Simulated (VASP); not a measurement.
**SiW2: single point with PBE**

SiW2:

```
Si W
1.0
     4.12379    0.00000    0.00000
    -2.06189    3.57130    0.00000
     0.00000    0.00000    3.69290
Si W
1 2
Direct
  0.00000 0.00000 0.00000
  0.33333 0.66667 0.50000
  0.66667 0.33333 0.50000
```

The cell was built from a structure type or drawn by symmetry, and may not be a known phase.

* Program: VASP 6.6.1
* Task: single point
* Functional: PBE
* Potentials or basis: VASP PAW PBE potentials, release 64 (Si, W_sv)
* Cutoff: 520 eV
* k mesh: 6 × 6 × 6
* Occupations: gaussian, width 0.1 eV
* Spin: no spin polarisation

The pressure is 6.0 GPa. The band gap on the k mesh is zero (bands 16 and 17 overlap by 1.31 eV).

Stress tensor (GPa, compression positive):
```
 17.50   0.00   0.00
  0.00  17.50   0.00
  0.00   0.00 -17.07
```

Levels at points of the mesh, in eV from the Fermi level:
| k point | band 12 | band 13 | band 14 | band 15 | band 16 | band 17 | band 18 | band 19 | band 20 | band 21 |
| --- | --- | --- | --- | --- | --- | --- | --- | --- | --- | --- |
| (0.00, 0.00, 0.00) | -2.71 | -1.59 | -1.59 | -0.10 | -0.10 | 0.34 | 0.49 | 1.43 | 1.98 | 1.98 |
| (0.50, 0.00, 0.00) | -3.13 | -2.82 | -2.44 | -2.00 | -0.99 | -0.54 | 0.90 | 3.62 | 3.63 | 3.77 |
| (0.00, 0.00, 0.50) | -2.87 | -1.37 | -1.37 | -1.13 | -1.13 | -0.12 | 0.17 | 0.17 | 3.34 | 4.39 |
| (0.50, 0.00, 0.50) | -3.87 | -3.09 | -2.75 | -1.93 | 0.73 | 1.09 | 2.24 | 3.02 | 3.27 | 3.95 |

Run time: 12 s on 1 thread of Intel(R) Xeon(R) 6975P-C (Granite Rapids), on a shared host, peak memory 0.18 GiB.

Caveat: the cell stands under pressure; spin-orbit coupling is left out, which moves the levels of the heavy elements.
